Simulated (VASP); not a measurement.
# CsCl (Pm-3m) in VASP: further runs, part 2 of 2

VASP 6.6.1. Earlier steps stand in the parts before.

## 3. Vibrations by perturbation theory, PBE

This run uses another cell than the first one, of 35.06 Å³/atom.

File INCAR:

```
SYSTEM = CsCl
PREC = Accurate
ENCUT = 500
EDIFF = 1E-8
ISMEAR = 0
SIGMA = 0.01
LREAL = .FALSE.
LASPH = .TRUE.
NELM = 120
ALGO = Normal
ISIF = 2
LWAVE = .FALSE.
LCHARG = .FALSE.
GGA = PE
IBRION = 8
NSW = 1
LEPSILON = .TRUE.
GGA_COMPAT = .FALSE.
```

File KPOINTS:

```
regular mesh
0
G
  6 6 6
  0 0 0
```

File POSCAR:

```
CsCl
1.0
    4.1235201641      0.0000000000      0.0000000000
    0.0000000000      4.1235201641      0.0000000000
    0.0000000000      0.0000000000      4.1235201641
Cs Cl
1 1
Direct
    0.0000000000      0.0000000000      0.0000000000
    0.5000000000      0.5000000000      0.5000000000
```

Potentials or basis: VASP PAW PBE potentials, release 64 (Cs_sv, Cl).

The run is started by

```bash
$ cat potpaw_PBE.64/Cs_sv/POTCAR potpaw_PBE.64/Cl/POTCAR > POTCAR
$ mpirun -np 1 vasp_std > vasp.out
```

OUTCAR:

```text
SYSTEM = CsCl
   PREC = Accurate
   ENCUT = 500
   EDIFF = 1E-8
   ISMEAR = 0
   LREAL = .FALSE.
   LASPH = .TRUE.
   NELM = 120
   ISIF = 2
   GGA = PE
   IBRION = 8
   NSW = 1
   LEPSILON = .TRUE.

 ion  position               nearest neighbor table
   1  0.000  0.000  0.000-
   2  0.500  0.500  0.500-

  LATTYP: Found a simple cubic cell.
 ALAT       =     4.1235201641

  Lattice vectors:

 A1 = (   4.1235201641,   0.0000000000,   0.0000000000)
 A2 = (   0.0000000000,   4.1235201641,   0.0000000000)
 A3 = (   0.0000000000,   0.0000000000,   4.1235201641)

Analysis of symmetry for initial positions (statically):
=====================================================================
 Subroutine PRICEL returns:
 Original cell was already a primitive cell.

 Routine SETGRP: Setting up the symmetry group for a
 simple cubic supercell.

 Subroutine GETGRP returns: Found 48 space group operations
 (whereof 48 operations were pure point group operations)
 out of a pool of 48 trial point group operations.

The static configuration has the point symmetry O_h .

Analysis of symmetry for dynamics (positions and initial velocities):
=====================================================================
 Subroutine PRICEL returns:
 Original cell was already a primitive cell.

 Routine SETGRP: Setting up the symmetry group for a
 simple cubic supercell.

 Subroutine GETGRP returns: Found 48 space group operations
 (whereof 48 operations were pure point group operations)
[... 548 lines left out ...]

 PIEZOELECTRIC TENSOR (including local field effects)  for field in x, y, z        (C/m^2)
          XX          YY          ZZ          XY          YZ          ZX
  --------------------------------------------------------------------------------
  x     0.00000     0.00000     0.00000     0.00000     0.00000     0.00000
  y     0.00000     0.00000     0.00000     0.00000     0.00000     0.00000
  z     0.00000     0.00000     0.00000     0.00000     0.00000     0.00000

 BORN EFFECTIVE CHARGES (including local field effects) (in |e|, cummulative output)
 ---------------------------------------------------------------------------------
 ion    1
    1     1.32905    -0.00000     0.00000
    2    -0.00000     1.32905     0.00000
    3     0.00000     0.00000     1.32905
 ion    2
    1    -1.32905     0.00000    -0.00000
    2     0.00000    -1.32905     0.00000
    3    -0.00000    -0.00000    -1.32905

 INTERNAL STRAIN TENSOR FOR ION    2 for displacements in x,y,z  (eV/Angst):
          X           Y           Z          XY          YZ          ZX
  --------------------------------------------------------------------------------
  x     0.00000     0.00000     0.00000     0.00000     0.00000     0.00000
  y     0.00000     0.00000     0.00000     0.00000     0.00000     0.00000
  z     0.00000     0.00000     0.00000     0.00000     0.00000     0.00000

 SECOND DERIVATIVES (NOT SYMMETRIZED)
 ------------------------------------
               1X          1Y          1Z          2X          2Y          2Z
  1X    -0.854330    0.000000    0.000000    0.854330   -0.000000    0.000000
  1Y     0.000000   -0.854330    0.000000   -0.000000    0.854330   -0.000000
  1Z    -0.000000   -0.000000   -0.854330    0.000000    0.000000    0.854330
  2X     0.870773   -0.000000    0.000000   -0.870773    0.000000   -0.000000
  2Y    -0.000000    0.870773    0.000000    0.000000   -0.870773   -0.000000
  2Z     0.000000    0.000000    0.870773   -0.000000   -0.000000   -0.870773

 Eigenvectors and eigenvalues of the dynamical matrix
 ----------------------------------------------------

   1 f  =    2.752090 THz    17.291890 2PiTHz   91.799831 cm-1    11.381723 meV
             X         Y         Z           dx          dy          dz
      0.000000  0.000000  0.000000    -0.000000    0.455461   -0.000000
      2.061760  2.061760  2.061760    -0.000000   -0.890256    0.000000
[... 21 lines left out ...]
   6 f/i=    0.010636 THz     0.066830 2PiTHz    0.354792 cm-1     0.043989 meV
             X         Y         Z           dx          dy          dz
      0.000000  0.000000  0.000000    -0.000000   -0.000000   -0.890256
      2.061760  2.061760  2.061760     0.000000    0.000000   -0.455461

--------------------------------------------------------------------------------------------------------

 MACROSCOPIC STATIC DIELECTRIC TENSOR IONIC CONTRIBUTION
 ------------------------------------------------------
           5.284941    -0.000000     0.000000
          -0.000000     5.284941     0.000000
           0.000000     0.000000     5.284941
 ------------------------------------------------------

 ELASTIC MODULI CONTR FROM IONIC RELAXATION (kBar)
 Direction    XX          YY          ZZ          XY          YZ          ZX
 --------------------------------------------------------------------------------
 XX           0.0000      0.0000      0.0000      0.0000      0.0000      0.0000
 YY           0.0000      0.0000      0.0000      0.0000      0.0000      0.0000
 ZZ           0.0000      0.0000      0.0000      0.0000      0.0000      0.0000
 XY           0.0000      0.0000      0.0000      0.0000      0.0000      0.0000
 YZ           0.0000      0.0000      0.0000      0.0000      0.0000      0.0000
 ZX           0.0000      0.0000      0.0000      0.0000      0.0000      0.0000
 --------------------------------------------------------------------------------

 PIEZOELECTRIC TENSOR IONIC CONTR  for field in x, y, z        (C/m^2)
          XX          YY          ZZ          XY          YZ          ZX
  --------------------------------------------------------------------------------
  x     0.00000     0.00000     0.00000     0.00000     0.00000     0.00000
  y     0.00000     0.00000     0.00000     0.00000     0.00000     0.00000
  z     0.00000     0.00000     0.00000     0.00000     0.00000     0.00000
```

OSZICAR:

```text
N       E                     dE             d eps       ncg     rms          rms(c)
DAV:   1     0.952658700992E+02    0.95266E+02   -0.69006E+03   480   0.112E+03
DAV:   2    -0.760696496176E-01   -0.95342E+02   -0.89603E+02   724   0.184E+02
DAV:   3    -0.686946275238E+01   -0.67934E+01   -0.67707E+01   600   0.568E+01
DAV:   4    -0.694108243764E+01   -0.71620E-01   -0.71601E-01   560   0.712E+00
[... 167 lines left out ...]
RMM:  11    -0.199548641649E+00    0.24016E-06   -0.46045E-07  1756   0.804E-05    0.287E-06
RMM:  12    -0.199548681057E+00   -0.39408E-07   -0.49202E-07  1581   0.612E-05    0.157E-06
RMM:  13    -0.199548691586E+00   -0.10529E-07   -0.23672E-07  1358   0.565E-05    0.742E-07
RMM:  14    -0.199548693043E+00   -0.14575E-08   -0.22030E-07   968   0.555E-05    0.314E-07
RMM:  15    -0.199548694417E+00   -0.13738E-08   -0.21053E-07   916   0.555E-05    0.335E-08
 Linear response finished
```

stdout:

```text
POSCAR found type information on POSCAR CsCl
 POSCAR found :  2 types and       2 ions
 scaLAPACK will be used
 LDA part: xc-table for (Slater+PW92), standard interpolation
 POSCAR, INCAR and KPOINTS ok, starting setup
 FFT: planning ... GRIDC
 FFT: planning ... GRID_SOFT
 FFT: planning ... GRID
 WAVECAR not read
 entering main loop
[... 24 lines left out ...]
 dielectric tensor                  component  3 :     0.039     0.046     2.845
 Linear response DOF=           2
 Linear response progress:
 first order change of Fermi-energy   0.47053E-03
 force on displaced ion       1 direction 1 :  -0.854   0.000  -0.000
 Born effective charge ion    1 direction 1 :   1.329   0.000   0.000
 Linear response progress:
 first order change of Fermi-energy   0.60316E-04
 force on displaced ion       2 direction 1 :  -0.871  -0.000   0.000
 Born effective charge ion    2 direction 1 :  -1.329   0.000   0.000
 Born effective charges drift removed
 Linear response finished
```

Run time: 4.3 min. Hardware: 1 thread of Intel Xeon 6455B, shared host; peak memory 0.24 GiB.

Results:

```
Electronic dielectric tensor (diagonal)                 : 2.84
Born charges (mean of the diagonal)                     : Cs +1.33; Cl -1.33 e
Highest phonon frequency at Γ, LO-TO splitting left out : 92 cm⁻¹
```

Phonon frequencies in cm⁻¹ (negative: imaginary):
```tsv
q point	frequencies
(0.000, 0.000, 0.000)	0 0 0 92 92 92
```

Electronic dielectric tensor:
```
2.84 0.00 0.00
0.00 2.84 0.00
0.00 0.00 2.84
```

Born effective charge tensors (e):
atom 1, Cs
```
1.33 0.00 0.00
0.00 1.33 0.00
0.00 0.00 1.33
```
atom 2, Cl
```
-1.33  0.00  0.00
 0.00 -1.33  0.00
 0.00  0.00 -1.33
```

Caveat: the cell stands under pressure or tension, which shifts response properties; spin-orbit coupling is left out, which moves the levels of the heavy elements.
